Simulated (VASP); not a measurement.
A run of VASP 6.6.1:

INCAR

```
  PREC = Accurate
  ENCUT = 520
  EDIFF = 1E-6
  ISMEAR = -1
  SIGMA = 0.1
  LREAL = F
  LASPH = T
  NELM = 150
  ALGO = Normal
  ISIF = 2
  LWAVE = F
  LCHARG = F
  ISPIN = 2
  MAGMOM = 3 3
  LORBIT = 11
  LMAXMIX = 4
  GGA = PE
  NBANDS = 24
```

KPOINTS

```
Automatic mesh
0
Gamma
  17 17 9
```

POSCAR

```
Mn
1.0
    2.1857254078      0.0000000000      0.0000000000
   -1.0928627039      1.8928937288      0.0000000000
    0.0000000000      0.0000000000      3.5237200499
Mn
2
Direct
    0.3333333333      0.6666666667      0.2500000000
    0.6666666667      0.3333333333      0.7500000000
```

Potentials or basis: VASP PAW PBE potentials, release 64 (Mn_pv).

Launch:

```bash
$ cat potpaw_PBE.64/Mn_pv/POTCAR > POTCAR
$ mpirun -np 1 vasp_std > vasp.out
```

Hardware: 1 thread of Intel(R) Xeon(R) 6975P-C (Granite Rapids), on a shared host.

Task: Estimate the wall time of this run.

Result: It took 36 s on 1 thread of Intel(R) Xeon(R) 6975P-C (Granite Rapids), on a shared host, peak memory 0.19 GiB. Counts: scf iterations 15, k points 165.
